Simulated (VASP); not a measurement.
# Ag in VASP: a series of runs

Ag is run at these levels: PBE; tasks: single point.

Everything below comes from runs of VASP 6.6.1. Logs are shortened: lines on timing, memory, paths and dates and some standing lists are left out, and cuts for length are marked.

**1. The cell of the first run**

The structure is hexagonal, space group P6_3/mmc (No. 194). The conventional cell has a = 3.022 Å, b = 3.022 Å, c = 9.410 Å, α = 90.00°, β = 90.00°, γ = 120.00°. Ag (site symmetry -3m) has 12 Ag at 2.93 to 3.02 Å within 3.9 Å. Ag (site symmetry -6m2) has 12 Ag at 2.93 to 3.02 Å within 3.9 Å.

This isn't the form of Ag at room conditions, which is fcc.

**2. Single point, PBE (biaxial strain in the a-b plane: +3.0 %)**

INCAR

```
SYSTEM = Ag
PREC = Accurate
ENCUT = 520
EDIFF = 1E-7
ISMEAR = 0
SIGMA = 0.1
LREAL = .False.
LASPH = .True.
NELM = 100
ALGO = Fast
ISIF = 2
LWAVE = .False.
LCHARG = .False.
GGA = PE
NBANDS = 30
```

KPOINTS

```
Automatic mesh
0
Gamma
  24 24 6
  0 0 0
```

POSCAR

```
Ag
1.0
    3.0222961037      0.0000000000      0.0000000000
   -1.5111480518      2.6173852035      0.0000000000
    0.0000000000      0.0000000000      9.4101147443
Ag
4
Direct
    0.0000000000      0.0000000000      0.0000000000
    0.0000000000      0.0000000000      0.5000000000
    0.3333333333      0.6666666667      0.2500000000
    0.6666666667      0.3333333333      0.7500000000
```

Potentials or basis: VASP PAW PBE potentials, release 64 (Ag).

Launch:

```console
> cat potpaw_PBE.64/Ag/POTCAR > POTCAR
> mpirun -np 1 vasp_std > vasp.out
```

OUTCAR:

```text
SYSTEM = Ag
   PREC = Accurate
   ENCUT = 520
   EDIFF = 1E-7
   ISMEAR = 0
   LREAL = .False.
   LASPH = .True.
   NELM = 100
   ISIF = 2
   GGA = PE

 ion  position               nearest neighbor table
   1  0.000  0.000  0.000-   3 2.93   4 2.93   3 2.93   4 2.93   4 2.93   3 2.93
   2  0.000  0.000  0.500-   3 2.93   4 2.93   3 2.93   4 2.93   4 2.93   3 2.93
   3  0.333  0.667  0.250-   1 2.93   2 2.93   1 2.93   2 2.93   1 2.93   2 2.93
   4  0.667  0.333  0.750-   1 2.93   2 2.93   1 2.93   2 2.93   1 2.93   2 2.93

  LATTYP: Found a hexagonal cell.
 ALAT       =     3.0222961037
 C/A-ratio  =     3.1135647936

  Lattice vectors:

 A1 = (   3.0222961037,   0.0000000000,   0.0000000000)
 A2 = (  -1.5111480518,   2.6173852035,   0.0000000000)
 A3 = (   0.0000000000,   0.0000000000,   9.4101147443)

Analysis of symmetry for initial positions (statically):
=====================================================================
 Subroutine PRICEL returns:
 Original cell was already a primitive cell.

 Routine SETGRP: Setting up the symmetry group for a
 hexagonal supercell.

 Subroutine GETGRP returns: Found 24 space group operations
 (whereof 12 operations were pure point group operations)
 out of a pool of 24 trial point group operations.

The static configuration has the point symmetry D_3d.
 The point group associated with its full space group is D_6h.

Analysis of symmetry for dynamics (positions and initial velocities):
=====================================================================
 Subroutine PRICEL returns:
 Original cell was already a primitive cell.

 Routine SETGRP: Setting up the symmetry group for a
 hexagonal supercell.

 Subroutine GETGRP returns: Found 24 space group operations
 (whereof 12 operations were pure point group operations)
 out of a pool of 24 trial point group operations.

The dynamic configuration has the point symmetry D_3d.
 The point group associated with its full space group is D_6h.

 Subroutine INISYM returns: Found 24 space group operations
 (whereof 12 operations are pure point group operations),
 and found     1 'primitive' translations

----------------------------------------------------------------------------------------

                                     Primitive cell

  volume of cell :      74.4388

  direct lattice vectors                    reciprocal lattice vectors
     3.022296104  0.000000000  0.000000000     0.330874264  0.191030346  0.000000000
    -1.511148052  2.617385204  0.000000000     0.000000000  0.382060691  0.000000000
     0.000000000  0.000000000  9.410114744     0.000000000  0.000000000  0.106268630
[... 92 lines left out ...]
   IBRION =     -1    ionic relax: 0-MD 1-quasi-New 2-CG
   NFREE  =      0    steps in history (QN), initial steepest desc. (CG)
   ISIF   =      2    stress and relaxation
   ISYM   =      2    0-nonsym 1-usesym 2-fastsym
   POTIM  = 0.5000    time-step for ionic-motion
   TEBEG  =    0.0;   TEEND  =   0.0 temperature during run
   PSTRESS=    0.0 pullay stress
   NELECT =      44.0000    total number of electrons
   NUPDOWN=      -1.0000    fix difference up-down
   EMIN   =  10.00;   EMAX   =-10.00  energy-range for DOS
   EFERMI =   0.00;   METHOD = LEGACY
   ISMEAR =     0;   SIGMA  =   0.10  broadening in eV -4-tet -1-fermi 0-gaus
   EFERMI_NEDOS =   21; number of points for ismear=-14 and -15
   IALGO  =     68    algorithm
   IMIX   =      4    mixing-type and parameters
     AMIX     =   0.40;   BMIX     =  1.00
     AMIX_MAG =   1.60;   BMIX_MAG =  1.00
  volume/ion in A,a.u.               =      18.61       125.58
  Fermi-wavevector in a.u.,A,eV,Ry     =   1.373913  2.596319 25.682856  1.887637
  Thomas-Fermi vector in A             =   2.499387
   LORBIT       =      0    0 simple, 1 ext, 2 COOP (PROOUT), +10 PAW based schemes
   GGA     = PE    functional components
   LHFCALC =     F    Hartree Fock is set to
   AEXX    =    0.0000 exact exchange contribution
   IVDW    =     0    specifies the selected vdW correction
   LEPSILON=     F    determine dielectric tensor
   LRPA    =     F    only Hartree local field effects (RPA)
 non-spin polarized calculation
 RMM-DIIS sequential band-by-band and
 Gauss-broadening in eV      SIGMA  =   0.10
  energy-cutoff  :      520.00
  volume of cell :       74.44
 maximum number of plane-waves:      2045
 NGX is ok and might be reduce to    24
   NGX = 11   NGY = 11   NGZ = 35

 number of electron      43.9999977 magnetization

 Free energy of the ion-electron system (eV)
  ---------------------------------------------------
  ext. energy  EPLUGINS =         0.00000000
  ---------------------------------------------------
  free energy    TOTEN  =       -10.80599124 eV

  energy without entropy =      -10.80025839  energy(sigma->0) =      -10.80312482

 E-fermi :   7.3306     XC(G=0): -11.6928

 val. band max:        7.3263319365   @ k =   0.2083   0.0417   0.5000
 cond. band min:       7.3357095279   @ k =   0.3333   0.2083   0.1667
 fundamental gap:      0.0093775915
 Fermi energy:         7.3305960283

 k-point     1 :       0.0000    0.0000    0.0000
  band No.  band energies     occupation
      1       0.1240      2.00000
      2       1.4202      2.00000
      3       1.5223      2.00000
      4       1.5229      2.00000
      5       2.6778      2.00000
      6       2.6778      2.00000
[... 781 lines left out ...]
     29      15.8895      0.00000
     30      16.7221      0.00000

 [... further k-points ...]

------------------------ aborting loop because EDIFF is reached ----------------------------------------

  FORCE on cell =-STRESS in cart. coord.  units (eV):
  Direction    XX          YY          ZZ          XY          YZ          ZX
  --------------------------------------------------------------------------------------
  -------------------------------------------------------------------------------------
  Total       -1.9986199     -1.9986199     -0.4136561     -0.0000000      0.0000000      0.0000000
  in kB      -43.0171082    -43.0171082     -8.9032879     -0.0000000      0.0000000      0.0000000
  external PRESSURE =     -31.6458348 kB  Pullay stress =       0.0000000 kB

 VOLUME and BASIS-vectors are now :
 -----------------------------------------------------------------------------
  energy-cutoff  :      520.00
  volume of cell :       74.44
      direct lattice vectors                 reciprocal lattice vectors
     3.022296104  0.000000000  0.000000000     0.330874264  0.191030346  0.000000000
    -1.511148052  2.617385204  0.000000000     0.000000000  0.382060691  0.000000000
     0.000000000  0.000000000  9.410114744     0.000000000  0.000000000  0.106268630

 POSITION                                       TOTAL-FORCE (eV/Angst)
 -----------------------------------------------------------------------------------
      0.00000      0.00000      0.00000        -0.000000      0.000000      0.000000
      0.00000      0.00000      4.70506        -0.000000      0.000000      0.000000
     -0.00000      1.74492      2.35253         0.000000      0.000000      0.000000
      1.51115      0.87246      7.05759        -0.000000      0.000000     -0.000000
 -----------------------------------------------------------------------------------
    total drift:                               -0.000000      0.000000      0.000000

  FREE ENERGIE OF THE ION-ELECTRON SYSTEM (eV)
  ---------------------------------------------------
  free  energy   TOTEN  =       -10.8059912447 eV

  energy  without entropy=      -10.8002583897  energy(sigma->0) =      -10.80312482
```

OSZICAR:

```text
N       E                     dE             d eps       ncg     rms          rms(c)
DAV:   1     0.290842813267E+03    0.29084E+03   -0.22517E+04 14688   0.143E+03
DAV:   2    -0.533171634256E+01   -0.29617E+03   -0.28035E+03 15270   0.327E+02
DAV:   3    -0.116772542945E+02   -0.63455E+01   -0.63082E+01 16848   0.540E+01
DAV:   4    -0.117069834551E+02   -0.29729E-01   -0.29724E-01 15696   0.362E+00
DAV:   5    -0.117072943223E+02   -0.31087E-03   -0.31086E-03 16854   0.399E-01    0.836E+00
RMM:   6    -0.108302424033E+02    0.87705E+00   -0.27385E+00 14654   0.109E+01    0.558E+00
RMM:   7    -0.108142739472E+02    0.15968E-01   -0.78145E-02 15065   0.170E+00    0.341E+00
RMM:   8    -0.108061721439E+02    0.81018E-02   -0.49060E-03 15318   0.501E-01    0.356E-01
RMM:   9    -0.108059577866E+02    0.21436E-03   -0.11032E-03 15854   0.206E-01    0.375E-02
RMM:  10    -0.108059875917E+02   -0.29805E-04   -0.12594E-04 16120   0.632E-02    0.728E-02
RMM:  11    -0.108059896745E+02   -0.20828E-05   -0.28563E-05 15936   0.367E-02    0.184E-02
RMM:  12    -0.108059904722E+02   -0.79776E-06   -0.43581E-06 16131   0.129E-02    0.901E-03
RMM:  13    -0.108059906583E+02   -0.18605E-06   -0.68432E-07 13963   0.489E-03    0.324E-03
RMM:  14    -0.108059912417E+02   -0.58345E-06   -0.19744E-07 10747   0.265E-03    0.874E-04
RMM:  15    -0.108059912447E+02   -0.29422E-08   -0.44037E-08  9034   0.116E-03
   1 F= -.10805991E+02 E0= -.10803125E+02  d E =-.573286E-02
```

Run time: 6.6 min. Hardware: 1 thread of Intel Xeon Platinum 8259CL at 2.50GHz (Skylake/Cascade Lake), shared host; peak memory 0.49 GiB.

What came out:

```
Free energy            : -10.8060 eV
Pressure               : -3.2 GPa
Band gap on the k mesh : zero (bands 22 and 23 overlap by 5.90 eV)
```

Stress tensor (GPa, compression positive):
```
-4.30  0.00  0.00
 0.00 -4.30  0.00
 0.00  0.00 -0.89
```

Caveat: the cell differs from its parent crystal (biaxial strain in the a-b plane: +3.0 %); the cell stands under tension.

**3. Single point, PBE (biaxial strain in the a-b plane: -2.0 %, then relaxed in part)**

INCAR

```
  ALGO = Fast
  EDIFF = 1E-7
  ENCUT = 520
  GGA = PE
  ISIF = 2
  ISMEAR = 0
  LASPH = T
  LCHARG = F
  LREAL = F
  LWAVE = F
  NBANDS = 30
  NELM = 80
  PREC = Accurate
  SIGMA = 0.1
```

KPOINTS

```
k-points
0
Gamma
  24 24 6
```

POSCAR

```
Ag
1.0
    2.8755827006      0.0000000000      0.0000000000
   -1.4377913503      2.4903276694      0.0000000000
    0.0000000000      0.0000000000      9.7438636833
Ag
4
Direct
    0.0000000000      0.0000000000      0.0000000000
    0.0000000000      0.0000000000      0.5000000000
    0.3333333333      0.6666666667      0.2500000000
    0.6666666667      0.3333333333      0.7500000000
```

Potentials or basis: VASP PAW PBE potentials, release 64 (Ag).

Launch:

```console
> cat potpaw_PBE.64/Ag/POTCAR > POTCAR
> mpirun -np 1 vasp_std > vasp.out
```

Wall time 11 min (1 thread of Intel Xeon 8259CL, shared host); peak memory 0.48 GiB.

The run converged. Its results:

```
Free energy            : -10.8403 eV
Pressure               : 2.3 GPa
Band gap on the k mesh : zero (bands 22 and 23 overlap by 6.75 eV)
```

Stress tensor (GPa, compression positive):
```
 3.46  0.00  0.00
 0.00  3.46  0.00
 0.00  0.00 -0.13
```

Levels at points of the mesh, in eV from the Fermi level:
| k point | band 20 | band 21 | band 22 | band 23 | band 24 | band 25 |
| --- | --- | --- | --- | --- | --- | --- |
| (0.00, 0.00, 0.00) | -3.44 | -3.44 | -3.09 | -3.09 | -0.64 | 2.95 |
| (0.50, 0.00, 0.00) | -2.82 | -0.10 | 0.76 | 1.07 | 1.60 | 4.27 |
| (0.00, 0.00, 0.50) | -3.22 | -3.22 | -3.22 | -2.62 | -2.62 | 5.71 |
| (0.50, 0.00, 0.50) | -2.83 | 0.30 | 0.30 | 1.44 | 1.44 | 4.63 |

Caveat: the cell differs from its parent crystal (biaxial strain in the a-b plane: -2.0 %, then relaxed in part).

(Continued in part 2 of 2.)

The gap in the log of VASP goes by the Fermi energy; the results here count the filled bands.